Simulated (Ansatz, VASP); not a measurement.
# CdF3 in VASP and in Ansatz

The input INCAR:

```
SYSTEM = CdF3
ALGO = Normal
EDIFF = 1E-7
EDIFFG = -0.04
ENCUT = 600
GGA = PE
IBRION = 2
ISIF = 3
ISMEAR = 0
LASPH = .True.
LCHARG = .False.
LREAL = .False.
LWAVE = .False.
NELM = 80
NSW = 90
PREC = Accurate
SIGMA = 0.1
```

File KPOINTS:

```
k-points
0
Gamma
  6 4 4
  0 0 0
```

POSCAR

```
CdF3
1.0
    3.7370631905      0.0000000000      0.0000000000
    0.0000000000      5.4877171654      0.0000000000
    0.0000000000      0.0000000000      6.2226295297
Cd F
2 6
Direct
    0.0000000000      0.5000000000      0.1510396411
    0.5000000000      0.0000000000      0.8489603589
    0.0000000000      0.7555922238      0.8538430837
    0.0000000000      0.2444077762      0.8538430837
    0.5000000000      0.2555922238      0.1461569163
    0.5000000000      0.7444077762      0.1461569163
    0.0000000000      0.5000000000      0.4833323230
    0.5000000000      0.0000000000      0.5166676770
```

Input for Ansatz:

```yaml
crystal:
  lattice:
    - [3.7370631905, 0.0, 0.0]
    - [0.0, 5.4877171654, 0.0]
    - [0.0, 0.0, 6.2226295297]
  atoms:
    - { symbol: Cd, position: [0.0, 0.5, 0.1510396411] }
    - { symbol: Cd, position: [0.5, 0.0, 0.8489603589] }
    - { symbol: F, position: [0.0, 0.7555922238, 0.8538430837] }
    - { symbol: F, position: [0.0, 0.2444077762, 0.8538430837] }
    - { symbol: F, position: [0.5, 0.2555922238, 0.1461569163] }
    - { symbol: F, position: [0.5, 0.7444077762, 0.1461569163] }
    - { symbol: F, position: [0.0, 0.5, 0.483332323] }
    - { symbol: F, position: [0.5, 0.0, 0.516667677] }
basis:
  ecutwfc: 420
kpoints:
  mp_grid: { grid: [6, 4, 4] }
hamiltonian:
  xc: pbe
scf:
  occupations: { method: gaussian, width: 0.1 }
  lower_state_search: "off"
output:
  forces: true
  stress: true
  eigenvalues: true
relax:
  adjacent_minimum: "off"
  f_tol: 0.04
  max_steps: 70
  cell: { stress_tol: 0.4 }
```

Alike in both runs: task relaxation of cell and atoms; functional PBE; k mesh 6 × 4 × 4; occupations gaussian, width 0.1 eV; no spin polarisation.

|  | VASP | Ansatz |
| --- | --- | --- |
| version | VASP 6.6.1 | Ansatz 0.2.0 |
| potentials or method | VASP PAW PBE potentials, release 64 (Cd, F), cutoff 600 eV | scalar-relativistic, plane waves, PAW |
| valence electrons in the cell | 66 | 82 |

```tsv
	VASP	Ansatz	Ansatz less VASP
gap on the k mesh at the Fermi level, each at its own relaxed structure (eV)	none	none	-
relaxed volume (Å³/atom)	15.72	15.95	+0.227
relaxed cell length with the largest relative difference (Å)	6.041	6.223	+0.1819
```

A gap of «none» marks a metal or a gap that the smearing closes. VASP's potentials hold 66 valence electrons a cell and Ansatz's 82, so a difference there can come from the potentials and not from the codes.
